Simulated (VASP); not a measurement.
A run of VASP 6.6.1 is set up as follows.

File INCAR:

```
SYSTEM = CdS
PREC = Accurate ; ENCUT = 520
EDIFF = 1E-8 ; ISMEAR = 0
SIGMA = 0.01 ; LREAL = .False.
LASPH = .True. ; NELM = 60
ALGO = Normal ; ISIF = 2
LWAVE = .False. ; LCHARG = .False.
GGA = CA ; IBRION = 8
NSW = 1
```

Contents of KPOINTS:

```
Automatic mesh
0
Gamma
  6 6 4
  0 0 0
```

File POSCAR:

```
CdS
1.0
    4.1176626014      0.0000000000      0.0000000000
   -2.0588313007      3.5660004170      0.0000000000
    0.0000000000      0.0000000000      6.7061488353
Cd S
2 2
Direct
    0.3333333333      0.6666666667     -0.0006102424
    0.6666666667      0.3333333333      0.4993897576
    0.3333333333      0.6666666667      0.3756102424
    0.6666666667      0.3333333333      0.8756102424
```

Potentials or basis: VASP PAW LDA potentials, release 64 (Cd, S).

Run with:

```console
$ cat potpaw_LDA.64/Cd/POTCAR potpaw_LDA.64/S/POTCAR > POTCAR
$ mpirun -np 1 vasp_std > vasp.out
```

(1) What does it give for the highest phonon frequency at Γ, LO-TO splitting left out?

## Answers

(1) 296 cm⁻¹.

Caveat: the cell wasn't relaxed at this level first, which shifts response properties.
